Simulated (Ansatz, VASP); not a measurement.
**Na in VASP and in Ansatz**

File INCAR:

```
SYSTEM = Na
PREC     = Accurate       ! precision mode
ENCUT    = 520            ! plane-wave cutoff, eV
EDIFF    = 1E-7           ! SCF threshold, eV
ISMEAR   = 0              ! smearing method
SIGMA    = 0.15           ! smearing width, eV
LREAL    = .FALSE.        ! projectors in reciprocal space
LASPH    = .TRUE.         ! aspherical terms in the spheres
NELM     = 80             ! most SCF steps
ALGO     = Fast           ! electronic algorithm
ISIF     = 2              ! what is computed and relaxed
LWAVE    = .FALSE.        ! write WAVECAR
LCHARG   = .FALSE.        ! write CHGCAR
NBANDS   = 10             ! bands
```

The input KPOINTS:

```
regular mesh
0
G
  18 18 18
  0 0 0
```

File POSCAR:

```
Na
1.0
   -1.8947500000      1.8947500000      2.3387000000
    1.8947500000     -1.8947500000      2.3387000000
    1.8947500000      1.8947500000     -2.3387000000
Na
1
Direct
    0.0000000000      0.0000000000      0.0000000000
```

Input for Ansatz:

```yaml
crystal:
  lattice:
    - [-1.89475, 1.89475, 2.3387]
    - [1.89475, -1.89475, 2.3387]
    - [1.89475, 1.89475, -2.3387]
  atoms:
    - { symbol: Na, position: [0.0, 0.0, 0.0] }
basis:
  ecutwfc: 520.0
kpoints:
  mp_grid: { grid: [18, 18, 18] }
hamiltonian:
  xc: lda
  pseudopotentials: { kind: paw }
scf:
  occupations: { method: gaussian, width: 0.15 }
output:
  forces: true
  stress: true
  eigenvalues: true
```

Alike in both runs: task single point; functional LDA; k mesh 18 × 18 × 18; occupations gaussian, width 0.15 eV; no spin polarisation.

|  | VASP | Ansatz |
| --- | --- | --- |
| version | VASP 6.6.1 | Ansatz 0.2.0 |
| potentials or method | VASP PAW LDA potentials, release 64 (Na_pv), cutoff 520 eV | scalar-relativistic, plane waves, PAW |
| valence electrons in the cell | 7 | 9 |

|  | VASP | Ansatz | Ansatz less VASP |
| --- | --- | --- | --- |
| gap on the k mesh at the Fermi level (eV) | none | none | - |
| pressure (GPa) | -0.1 | -0.1 | +0.02 |

LDA's correlation is that of Perdew and Zunger in VASP and of Perdew and Wang (1992) in Ansatz. A gap of «none» marks a metal or a gap that the smearing closes. VASP's potentials hold 7 valence electrons a cell and Ansatz's 9, so a difference there can come from the potentials and not from the codes.
